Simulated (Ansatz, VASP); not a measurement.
**Ta2N in VASP and in Ansatz**

The input INCAR:

```
SYSTEM = Ta2N
AGGAC = 1.0 ; AGGAX = 1.0
ALDAC = 0.0 ; ALDAX = 1.0
ALGO = Normal ; EDIFF = 1E-6
ENCUT = 600 ; GGA = B5
GGA_COMPAT = .False. ; ISIF = 2
ISMEAR = -5 ; IVDW = 12
LASPH = .True. ; LCHARG = .False.
LMAXMIX = 4 ; LNONCOLLINEAR = .True.
LORBIT = 11 ; LORBMOM = .True.
LREAL = .False. ; LSORBIT = .True.
LWAVE = .False. ; MAGMOM = 0 0 0 0 0 0 0 0 0
NBANDS = 40 ; NELM = 200
PREC = Accurate ; SIGMA = 0.1
VDW_A1 = 0.4298 ; VDW_A2 = 4.2359
VDW_S6 = 1.0 ; VDW_S8 = 2.6996
```

KPOINTS

```
k-points
0
Gamma
  10 10 6
  0 0 0
```

POSCAR

```
Ta2N
1.0
    3.1128615100      0.0000000000      0.0000000000
   -1.5564307550      2.6958171461      0.0000000000
    0.0000000000      0.0000000000      4.8698410000
Ta N
2 1
Direct
    0.3333333333      0.6666666667      0.2547110000
    0.6666666667      0.3333333333      0.7452890000
    0.0000000000      0.0000000000      0.0000000000
```

Contents of input.yaml:

```yaml
crystal:
  lattice: { a: 3.11286151, b: 3.11286151, c: 4.869841, alpha: 90.0, beta: 90.0, gamma: 120.0 }
  space_group: 164
  reduce_to_primitive: true
  atoms:
    - { symbol: Ta, wyckoff: "2d", position: [0.3333333333, 0.6666666667, 0.254711] }
    - { symbol: "N", wyckoff: "1a", position: [0.0, 0.0, 0.0] }
hamiltonian:
  xc: blyp
  pseudopotentials: { kind: paw_fr }
  dispersion: d3bj
magnetization:
  noncollinear: true
  spin_orbit: true
kpoints:
  mp_grid: { grid: [10, 10, 6] }
scf:
  occupations: { method: tetrahedron }
output:
  forces: true
  stress: true
  bader: true
  populations: intrinsic
```

Alike in both runs: functional BLYP; dispersion D3(BJ); k mesh 10 × 10 × 6; occupations tetrahedron; non-collinear spin, spin-orbit coupling.

```csv
,VASP,Ansatz
version,VASP 6.6.1,Ansatz 0.2.0
potentials or method,"VASP PAW PBE potentials, release 64 (Ta_pv, N)",Ansatz PAW
plane-wave cutoff (eV),600,420
valence electrons in the cell,27,31
task,single point,atomic charges
```

|  | VASP | Ansatz | Ansatz less VASP |
| --- | --- | --- | --- |
| pressure (GPa) | -5.4 | -7.7 | -2.23 |
| traceless stress, the component that is largest in VASP (GPa) | 0.18 | 0.39 | +0.204 |
| rms of the force components (eV/Å) | 0.220 | 0.192 | -0.0282 |
| net moment per atom (μB) | 0.00 | 0.00 | 0.000 |

VASP's potentials were made for PBE, not for BLYP. Atom by atom the forces differ by 0.028 eV/Å (rms over components). VASP's potentials hold 27 valence electrons a cell and Ansatz's 31, so a difference there can come from the potentials and not from the codes.
